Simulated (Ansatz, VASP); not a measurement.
## One calculation of BaTiO3, two programs

```
CELL_PARAMETERS angstrom
3.96761 0.00000 0.00000
0.00000 3.96761 0.00000
0.00000 0.00000 3.96761
ATOMIC_POSITIONS crystal
Ba 0.50000 0.50000 0.50000
Ti 0.00000 0.00000 0.00000
O 0.50000 0.00000 0.00000
O 0.00000 0.50000 0.00000
O 0.00000 0.00000 0.50000
```

Alike in both runs: functional r2SCAN; k mesh 8 × 8 × 8; occupations fermi-dirac, width 0.02 eV; no spin polarisation.

Ansatz relaxed the structure, and its values are those at the end. VASP's run is a single point on that final structure, the one shown.

|  | VASP | Ansatz |
| --- | --- | --- |
| version | VASP 6.6.1 | Ansatz 0.2.0 |
| potentials or method | VASP PAW PBE potentials, release 64 (Ba_sv, Ti_sv, O), cutoff 520 eV | PAW plane waves |
| valence electrons in the cell | 40 | 40 |

```tsv
	VASP	Ansatz	Ansatz less VASP
gap on the k mesh at the Fermi level (eV)	2.20	2.23	+0.032
pressure (GPa)	5.9	3.8	-2.08
```

VASP's potentials were made for PBE, not for r2SCAN. Ansatz's warnings: stress scf threshold loose.

Spin-orbit coupling is off throughout.
